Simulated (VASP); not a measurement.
Write the native input for VASP 6.6.1 that does the following.

```
Task                   : single point
Functional             : PBE
Potentials or basis    : VASP PAW PBE potentials, release 64 (Ti_sv, Si)
Cutoff                 : 520 eV
k mesh                 : 7 × 7 × 10
Occupations            : fermi-dirac, width 0.05 eV
Spin                   : no spin polarisation
Dipole correction      : no
Further INCAR settings : ALGO = Normal; EDIFF = 1e-07; NBANDS = 17
```

The structure of TiSi2 lies in POSCAR:

```
TiSi2
1.0
    4.3824675321      0.0000000000      0.0000000000
   -2.1912337660      3.7953282140      0.0000000000
    0.0000000000      0.0000000000      2.5496422047
Ti Si
1 2
Direct
    0.0000000000      0.0000000000      0.0000000000
    0.3333333333      0.6666666667      0.5000000000
    0.6666666667      0.3333333333      0.5000000000
```

The input as run:

INCAR

```
PREC = Accurate
ENCUT = 520
EDIFF = 1E-7
ISMEAR = -1
SIGMA = 0.05
LREAL = False
LASPH = True
NELM = 80
ALGO = Normal
ISIF = 2
LWAVE = False
LCHARG = False
GGA = PE
NBANDS = 17
```

KPOINTS

```
regular mesh
0
Gamma
  7 7 10
```

Potentials or basis: VASP PAW PBE potentials, release 64 (Ti_sv, Si).

Run with:

```bash
$ cat potpaw_PBE.64/Ti_sv/POTCAR potpaw_PBE.64/Si/POTCAR > POTCAR
$ mpirun -np 1 vasp_std > vasp.out
```

It gave:

| Quantity | Value |
| --- | --- |
| Pressure | -0.1 GPa |
| Band gap on the k mesh | zero (band 10 reaches 11.32 eV, above the bottom of band 11 at 8.66 eV) |

Run time: 45 s on 1 thread of Intel Xeon 8259CL, with other jobs on the host, peak memory 0.18 GiB.
